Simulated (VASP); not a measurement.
# Au: single point with RPBE

The system is Au.

```
Au
1.0
     0.00000    2.04141    2.04141
     2.04141    0.00000    2.04141
     2.04141    2.04141    0.00000
Au
1
Direct
  0.00000 0.00000 0.00000
```

This cell differs from its parent crystal: volume scaled by 0.92.

```
Program             : VASP 6.6.1
Task                : single point
Functional          : RPBE
Potentials or basis : VASP PAW PBE potentials, release 64 (Au)
Cutoff              : 520 eV
k mesh              : 21 × 21 × 21
Occupations         : fermi-dirac, width 0.1 eV
Spin                : no spin polarisation
```

```json
{
 "Pressure": "12.7 GPa"
}
```

Levels at points of the mesh, in eV from the Fermi level:
| k point | band 4 | band 5 | band 6 | band 7 | band 8 | band 9 |
| --- | --- | --- | --- | --- | --- | --- |
| (0.00, 0.00, 0.00) | -4.76 | -3.25 | -3.25 | 14.45 | 18.49 | 18.49 |

Wall time 71 s on 1 thread of AMD EPYC 7R43 64-Core Processor (Zen 3), with other jobs on the host, peak memory 0.15 GiB.

Caveat: the PAW data sets were made with another functional, which shifts forces and pressure a little; spin-orbit coupling is left out, which moves the levels of the heavy elements.
